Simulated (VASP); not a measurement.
# Ta4C3 (P4/mmm) in VASP: notebook, part 2 of 2

VASP 6.6.1. Earlier steps stand in the parts before.

### 3 Single point, PBEsol (strain +0.000 along x and y, -0.040 along z)

INCAR

```
SYSTEM = Ta4C3
PREC = Accurate ; ENCUT = 520
EDIFF = 1E-6 ; ISMEAR = 0
SIGMA = 0.15 ; LREAL = .FALSE.
LASPH = .TRUE. ; NELM = 80
ALGO = Normal ; ISIF = 2
LWAVE = .FALSE. ; LCHARG = .FALSE.
GGA = PS ; NBANDS = 37
```

KPOINTS

```
regular mesh
0
G
  10 10 10
  0 0 0
```

POSCAR

```
Ta4C3
1.0
    4.4026022057      0.0000000000      0.0000000000
    0.0000000000      4.4026022057      0.0000000000
    0.0000000000      0.0000000000      4.2264981175
Ta C
4 3
Direct
    0.0000000000      0.5000000000      0.5000000000
    0.5000000000      0.0000000000      0.5000000000
    0.5000000000      0.5000000000      0.0000000000
    0.0000000000      0.0000000000      0.0000000000
    0.5000000000      0.0000000000      0.0000000000
    0.0000000000      0.5000000000      0.0000000000
    0.0000000000      0.0000000000      0.5000000000
```

Potentials or basis: VASP PAW PBE potentials, release 64 (Ta_pv, C).

Launch:

```sh
$ cat potpaw_PBE.64/Ta_pv/POTCAR potpaw_PBE.64/C/POTCAR > POTCAR
$ mpirun -np 1 vasp_std > vasp.out
```

OUTCAR:

```text
SYSTEM = Ta4C3
   PREC = Accurate
   ENCUT = 520
   EDIFF = 1E-6
   ISMEAR = 0
   LREAL = .FALSE.
   LASPH = .TRUE.
   NELM = 80
   ISIF = 2
   GGA = PS

 ion  position               nearest neighbor table
   1  0.000  0.500  0.500-   6 2.11   6 2.11   7 2.20   7 2.20   3 3.05   4 3.05   3 3.05   4 3.05
                             4 3.05   4 3.05   3 3.05   3 3.05   2 3.11   2 3.11   2 3.11   2 3.11
   2  0.500  0.000  0.500-   5 2.11   5 2.11   7 2.20   7 2.20   3 3.05   4 3.05   3 3.05   3 3.05
                             3 3.05   4 3.05   4 3.05   4 3.05   1 3.11   1 3.11   1 3.11   1 3.11
   3  0.500  0.500  0.000-   5 2.20   6 2.20   5 2.20   6 2.20   1 3.05   2 3.05   2 3.05   1 3.05
                             2 3.05   1 3.05   2 3.05   1 3.05   4 3.11   4 3.11   4 3.11   4 3.11
   4  0.000  0.000  0.000-   7 2.11   7 2.11   5 2.20   6 2.20   6 2.20   5 2.20   2 3.05   2 3.05
                             1 3.05   1 3.05   1 3.05   2 3.05   1 3.05   2 3.05   3 3.11   3 3.11
   5  0.500  0.000  0.000-   2 2.11   2 2.11   4 2.20   3 2.20   3 2.20   4 2.20
   6  0.000  0.500  0.000-   1 2.11   1 2.11   4 2.20   3 2.20   4 2.20   3 2.20
   7  0.000  0.000  0.500-   4 2.11   4 2.11   1 2.20   2 2.20   1 2.20   2 2.20

  LATTYP: Found a simple tetragonal cell.
 ALAT       =     4.4026022057
 C/A-ratio  =     0.9600000000

  Lattice vectors:

 A1 = (   4.4026022057,   0.0000000000,   0.0000000000)
 A2 = (   0.0000000000,   4.4026022057,   0.0000000000)
 A3 = (   0.0000000000,   0.0000000000,   4.2264981175)

Analysis of symmetry for initial positions (statically):
=====================================================================
 Subroutine PRICEL returns:
 Original cell was already a primitive cell.

 Routine SETGRP: Setting up the symmetry group for a
 simple tetragonal supercell.

 Subroutine GETGRP returns: Found 16 space group operations
 (whereof 16 operations were pure point group operations)
 out of a pool of 16 trial point group operations.

The static configuration has the point symmetry D_4h.

Analysis of symmetry for dynamics (positions and initial velocities):
=====================================================================
 Subroutine PRICEL returns:
 Original cell was already a primitive cell.

 Routine SETGRP: Setting up the symmetry group for a
 simple tetragonal supercell.

 Subroutine GETGRP returns: Found 16 space group operations
 (whereof 16 operations were pure point group operations)
 out of a pool of 16 trial point group operations.

The dynamic configuration has the point symmetry D_4h.

 Subroutine INISYM returns: Found 16 space group operations
 (whereof 16 operations are pure point group operations),
 and found     1 'primitive' translations

----------------------------------------------------------------------------------------

                                     Primitive cell

  volume of cell :      81.9218

  direct lattice vectors                    reciprocal lattice vectors
     4.402602206  0.000000000  0.000000000     0.227138395  0.000000000  0.000000000
     0.000000000  4.402602206  0.000000000     0.000000000  0.227138395  0.000000000
     0.000000000  0.000000000  4.226498118     0.000000000  0.000000000  0.236602495

  length of vectors
     4.402602206  4.402602206  4.226498118     0.227138395  0.227138395  0.236602495

  position of ions in fractional coordinates (direct lattice)
     0.000000000  0.500000000  0.500000000
[... 46 lines left out ...]
  0.100000  0.000000  0.000000      4.000000
  0.200000  0.000000  0.000000      4.000000
  0.300000  0.000000  0.000000      4.000000
  0.400000  0.000000  0.000000      4.000000
  0.500000  0.000000  0.000000      2.000000
[... 16 lines left out ...]
  0.100000  0.000000  0.100000      8.000000
  0.200000  0.000000  0.100000      8.000000
 [... further k-points ...]
   k-points           NKPTS =    126   k-points in BZ     NKDIM =    126   number of bands    NBANDS=     37
   number of dos      NEDOS =    301   number of ions     NIONS =      7
   total plane-waves  NPLWV =  41472
   dimension x,y,z NGX =    36 NGY =   36 NGZ =   32
   dimension x,y,z NGXF=    72 NGYF=   72 NGZF=   64
   ions per type =               4   3
   NGX,Y,Z   is equivalent  to a cutoff of  13.59, 13.59, 12.59 a.u.
   NGXF,Y,Z  is equivalent  to a cutoff of  27.19, 27.19, 25.17 a.u.
 SYSTEM =  Ta4C3
   PREC   = accura    normal or accurate (medium, high low for compatibility)
   ISTART =      0    job   : 0-new  1-cont  2-samecut
   ICHARG =      2    charge: 1-file 2-atom 10-const
   ISPIN  =      1    spin polarized calculation?
   LNONCOLLINEAR =      F non collinear calculations
   LSORBIT =      F    spin-orbit coupling
   LASPH  =      T    aspherical Exc in radial PAW
   ENCUT  =  520.0 eV  38.22 Ry    6.18 a.u.   8.19  8.19  7.86*2*pi/ulx,y,z
   NELM   =     80;   NELMIN=  2; NELMDL= -5     # of ELM steps
   EDIFF  = 0.1E-05   stopping-criterion for ELM
   LREAL  =      F    real-space projection
   EDIFFG = 0.1E-04   stopping-criterion for IOM
   NSW    =      0    number of steps for IOM
   IBRION =     -1    ionic relax: 0-MD 1-quasi-New 2-CG
   NFREE  =      0    steps in history (QN), initial steepest desc. (CG)
   ISIF   =      2    stress and relaxation
   ISYM   =      2    0-nonsym 1-usesym 2-fastsym
   POTIM  = 0.5000    time-step for ionic-motion
   TEBEG  =    0.0;   TEEND  =   0.0 temperature during run
   PSTRESS=    0.0 pullay stress
   NELECT =      56.0000    total number of electrons
   NUPDOWN=      -1.0000    fix difference up-down
   EMIN   =  10.00;   EMAX   =-10.00  energy-range for DOS
   EFERMI =   0.00;   METHOD = LEGACY
   ISMEAR =     0;   SIGMA  =   0.15  broadening in eV -4-tet -1-fermi 0-gaus
   EFERMI_NEDOS =   21; number of points for ismear=-14 and -15
   IALGO  =     38    algorithm
   IMIX   =      4    mixing-type and parameters
     AMIX     =   0.40;   BMIX     =  1.00
     AMIX_MAG =   1.60;   BMIX_MAG =  1.00
  volume/ion in A,a.u.               =      11.70        78.98
  Fermi-wavevector in a.u.,A,eV,Ry     =   1.442130  2.725230 28.296554  2.079738
  Thomas-Fermi vector in A             =   2.560684
   LORBIT       =      0    0 simple, 1 ext, 2 COOP (PROOUT), +10 PAW based schemes
   GGA     = PS    functional components
   LHFCALC =     F    Hartree Fock is set to
   AEXX    =    0.0000 exact exchange contribution
   IVDW    =     0    specifies the selected vdW correction
   LEPSILON=     F    determine dielectric tensor
   LRPA    =     F    only Hartree local field effects (RPA)
 non-spin polarized calculation
 Gauss-broadening in eV      SIGMA  =   0.15
  energy-cutoff  :      520.00
  volume of cell :       81.92
 maximum number of plane-waves:      2234
 NGX is ok and might be reduce to    36
   NGX = 17   NGY = 17   NGZ = 15

 number of electron      56.0000008 magnetization

 Free energy of the ion-electron system (eV)
  ---------------------------------------------------
  ext. energy  EPLUGINS =         0.00000000
  ---------------------------------------------------
  free energy    TOTEN  =       -82.46567621 eV

  energy without entropy =      -82.42555835  energy(sigma->0) =      -82.44561728

 E-fermi :   7.5991     XC(G=0): -13.3206

 val. band max:        7.5882509424   @ k =   0.3000   0.2000   0.2000
 cond. band min:       7.6019182586   @ k =   0.4000   0.0000   0.1000
 fundamental gap:      0.0136673162
 Fermi energy:         7.5990775703

 k-point     1 :       0.0000    0.0000    0.0000
  band No.  band energies     occupation
      1     -27.6022      2.00000
      2     -27.6022      2.00000
      3     -27.6002      2.00000
      4     -26.9394      2.00000
      5     -26.9394      2.00000
      6     -26.9110      2.00000
[... 949 lines left out ...]
     36      12.0879      0.00000
     37      12.3159      0.00000

 [... further k-points ...]
[... 5 lines left out ...]
  --------------------------------------------------------------------------------------
  -------------------------------------------------------------------------------------
  Total        4.2358883      4.2358883     15.6443261      0.0000000      0.0000000      0.0000000
  in kB       82.8429418     82.8429418    305.9622661      0.0000000      0.0000000      0.0000000
  external PRESSURE =     157.2160499 kB  Pullay stress =       0.0000000 kB

 VOLUME and BASIS-vectors are now :
 -----------------------------------------------------------------------------
  energy-cutoff  :      520.00
  volume of cell :       81.92
      direct lattice vectors                 reciprocal lattice vectors
     4.402602206  0.000000000  0.000000000     0.227138395  0.000000000  0.000000000
     0.000000000  4.402602206  0.000000000     0.000000000  0.227138395  0.000000000
     0.000000000  0.000000000  4.226498118     0.000000000  0.000000000  0.236602495

 POSITION                                       TOTAL-FORCE (eV/Angst)
 -----------------------------------------------------------------------------------
      0.00000      2.20130      2.11325         0.000000      0.000000      0.000000
      2.20130      0.00000      2.11325         0.000000      0.000000      0.000000
      2.20130      2.20130      0.00000         0.000000      0.000000      0.000000
      0.00000      0.00000      0.00000         0.000000      0.000000      0.000000
      2.20130      0.00000      0.00000         0.000000      0.000000      0.000000
      0.00000      2.20130      0.00000         0.000000      0.000000      0.000000
      0.00000      0.00000      2.11325         0.000000      0.000000      0.000000
 -----------------------------------------------------------------------------------
    total drift:                                0.000000      0.000000      0.000000

  FREE ENERGIE OF THE ION-ELECTRON SYSTEM (eV)
  ---------------------------------------------------
  free  energy   TOTEN  =       -82.4656762138 eV

  energy  without entropy=      -82.4255583495  energy(sigma->0) =      -82.44561728
```

Run time: 2.2 min. Hardware: 1 thread of Intel Xeon 6975P-C (Granite Rapids), shared host; peak memory 0.4 GiB.

Results:

| Property | Result |
| --- | --- |
| Free energy | -82.4657 eV |
| Pressure | 15.7 GPa |
| Band gap on the k mesh | zero (bands 28 and 29 overlap by 1.20 eV) |

Caveat: the cell differs from its parent crystal (strain +0.000 along x and y, -0.040 along z); the cell stands under pressure; the PAW data sets were made with another functional, which shifts forces and pressure a little; spin-orbit coupling is left out, which moves the levels of the heavy elements.

### 4 Single point, PBEsol (strain -0.040 along x and y, -0.080 along z)

INCAR

```
SYSTEM = Ta4C3
  ALGO = Normal
  EDIFF = 1E-6
  ENCUT = 520
  GGA = PS
  ISIF = 2
  ISMEAR = 0
  LASPH = .True.
  LCHARG = .True.
  LELF = .True.
  LREAL = .False.
  LVHAR = .True.
  LWAVE = .False.
  NBANDS = 37
  NELM = 100
  PREC = Accurate
  SIGMA = 0.15
```

KPOINTS

```
k-points
0
Gamma
  10 10 10
  0 0 0
```

POSCAR: that of step 3 with these lines changed.

```diff
@@ -2,5 +2,5 @@
 1.0
-    4.4026022057      0.0000000000      0.0000000000
-    0.0000000000      4.4026022057      0.0000000000
-    0.0000000000      0.0000000000      4.2264981175
+    4.2264981175      0.0000000000      0.0000000000
+    0.0000000000      4.2264981175      0.0000000000
+    0.0000000000      0.0000000000      4.0503940292
 Ta C
```

Launch:

```sh
$ cat potpaw_PBE.64/Ta_pv/POTCAR potpaw_PBE.64/C/POTCAR > POTCAR
$ mpirun -np 1 vasp_std > vasp.out
```

It took 3.4 min on 1 thread of Intel Xeon Platinum 8259CL at 2.50GHz (Skylake/Cascade Lake), shared host; peak memory 0.37 GiB.

The run converged. Its results:

| Quantity | Value |
| --- | --- |
| Free energy | -79.9056 eV |
| Pressure | 75.1 GPa |
| Band gap on the k mesh | zero (bands 28 and 29 overlap by 1.25 eV) |

Stress tensor (GPa, compression positive):
```
 62.44   0.00   0.00
  0.00  62.44   0.00
  0.00   0.00 100.28
```

Levels at points of the mesh, in eV from the Fermi level:
| k point | band 25 | band 26 | band 27 | band 28 | band 29 | band 30 | band 31 | band 32 |
| --- | --- | --- | --- | --- | --- | --- | --- | --- |
| (0.00, 0.00, 0.00) | -0.97 | -0.97 | -0.74 | -0.66 | -0.66 | -0.38 | -0.17 | 1.41 |
| (0.50, 0.00, 0.00) | -2.89 | -2.06 | -1.72 | 0.27 | 0.35 | 0.88 | 2.51 | 2.52 |
| (0.50, 0.50, 0.00) | -2.04 | -1.91 | -0.57 | -0.57 | 1.80 | 1.98 | 1.98 | 2.22 |
| (0.00, 0.00, 0.50) | -2.79 | -2.51 | -2.51 | 0.18 | 0.18 | 1.33 | 2.33 | 3.29 |
| (0.50, 0.00, 0.50) | -2.15 | -1.95 | -0.88 | -0.04 | 2.06 | 2.07 | 2.37 | 2.55 |
| (0.50, 0.50, 0.50) | -1.69 | -1.69 | -0.90 | 0.46 | 4.01 | 4.04 | 4.39 | 4.39 |

Caveat: the cell differs from its parent crystal (strain -0.040 along x and y, -0.080 along z); the cell stands under pressure; the PAW data sets were made with another functional, which shifts forces and pressure a little; spin-orbit coupling is left out, which moves the levels of the heavy elements.

### 5 Summary

| cell | gap on the mesh (eV) | pressure (GPa) |
| --- | --- | --- |
| a = 4.226, b = 4.226, c = 4.403 Å, 7 atoms | none | 32.3 |
| a = 4.403, b = 4.403, c = 4.226 Å, 7 atoms | none | 15.7 |
| a = 4.226, b = 4.226, c = 4.050 Å, 7 atoms | none | 75.1 |

Alike in all rows: task single point; level PBEsol; potentials or basis VASP PAW PBE potentials, release 64 (Ta_pv, C); no spin polarisation; k mesh 10 × 10 × 10; cutoff (eV) 520; smearing gaussian 0.15 eV.

Caveats: the cell stands under pressure; the PAW data sets were made with another functional, which shifts forces and pressure a little; spin-orbit coupling is left out, which moves the levels of the heavy elements.

Total energies depend on the potentials used, so only differences within one code and one set of settings carry meaning.
